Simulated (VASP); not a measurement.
Ag: electric field gradients with PBE

The system is Ag.

```
Ag
1.0
     0.00000    2.04310    2.04310
     2.04310    0.00000    2.04310
     2.04310    2.04310    0.00000
Ag
1
Direct
  0.00000 0.00000 0.00000
```

* Program: VASP 6.6.1
* Task: electric field gradients
* Functional: PBE
* Potentials or basis: VASP PAW PBE potentials, release 64 (Ag)
* Cutoff: 520 eV
* k mesh: 15 × 15 × 15
* Occupations: fermi-dirac, width 0.03 eV
* Spin: non-collinear spin, zero start, spin-orbit coupling
* Starting moments: [[0.0, 0.0, 0.0]] μB
* Dipole correction: no
* Further INCAR settings: ALGO = Normal; EDIFF = 1e-08; NBANDS = 22

```yaml
Pressure: 4.3 GPa
Net_moment: 0.00 μB per cell
Valence_electrons_inside_the_program's_atomic_spheres: Ag 9.88
```

Moments on the atoms (μB; x, y, z):
```
Ag  0.00 0.00 0.00
```

Wall time 3.1 min on 1 thread of AMD EPYC 7R13 Processor (Zen 3), on a shared host, peak memory 0.2 GiB.

Caveat: without QUAD_EFG the Cq values of the log hold for a quadrupole moment of 1 mb, not for the nuclei.
